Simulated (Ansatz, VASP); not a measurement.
## GeCN2: VASP beside Ansatz

Contents of INCAR:

```
SYSTEM = GeCN2
PREC = Accurate
ENCUT = 520
EDIFF = 1E-6
ISMEAR = 0
SIGMA = 0.05
LREAL = .FALSE.
LASPH = .TRUE.
NELM = 60
ALGO = Normal
ISIF = 2
LWAVE = .FALSE.
LCHARG = .TRUE.
LELF = .TRUE.
LVHAR = .TRUE.
NBANDS = 22
```

File KPOINTS:

```
Automatic mesh
0
G
  12 12 12
  0 0 0
```

The input POSCAR:

```
GeCN2
1.0
    1.8185862389      1.0499612546      4.3599046082
   -1.8185862389      1.0499612546      4.3599046082
    0.0000000000     -2.0999225092      4.3599046082
Ge C N
1 1 2
Direct
    0.0000000000      0.0000000000      0.0000000000
    0.5000000000      0.5000000000      0.5000000000
    0.4155196828      0.4155196828      0.4155196828
    0.5844803172      0.5844803172      0.5844803172
```

Input for Ansatz:

```yaml
crystal:
  lattice:
    - [1.8185862389, 1.0499612546, 4.3599046082]
    - [-1.8185862389, 1.0499612546, 4.3599046082]
    - [0.0, -2.0999225092, 4.3599046082]
  atoms:
    - { symbol: Ge, position: [0.0, 0.0, 0.0] }
    - { symbol: C, position: [0.5, 0.5, 0.5] }
    - { symbol: "N", position: [0.4155196828, 0.4155196828, 0.4155196828] }
    - { symbol: "N", position: [0.5844803172, 0.5844803172, 0.5844803172] }
basis:
  ecutwfc: 420
kpoints:
  mp_grid: { grid: [12, 12, 12] }
hamiltonian:
  xc: lda
scf:
  occupations: { method: gaussian, width: 0.05 }
output:
  forces: true
  stress: true
  eigenvalues: true
```

Alike in both runs: task single point; functional LDA; k mesh 12 × 12 × 12; occupations gaussian, width 0.05 eV; no spin polarisation.

|  | VASP | Ansatz |
| --- | --- | --- |
| version | VASP 6.6.1 | Ansatz 0.2.0 |
| potentials or method | VASP PAW LDA potentials, release 64 (Ge_d, C, N), cutoff 520 eV | scalar-relativistic, plane waves, PAW |
| valence electrons in the cell | 28 | 28 |

|  | VASP | Ansatz | Ansatz less VASP |
| --- | --- | --- | --- |
| gap on the k mesh at the Fermi level (eV) | none | none | - |
| rms of the force components (eV/Å) | 6.315 | 6.098 | -0.2171 |

LDA's correlation is that of Perdew and Zunger in VASP and of Perdew and Wang (1992) in Ansatz. Atom by atom the forces differ by 0.217 eV/Å (rms over components). A gap of «none» marks a metal or a gap that the smearing closes.

Noted on VASP's run: the standard files for N, O and F lose accuracy on very short bonds.
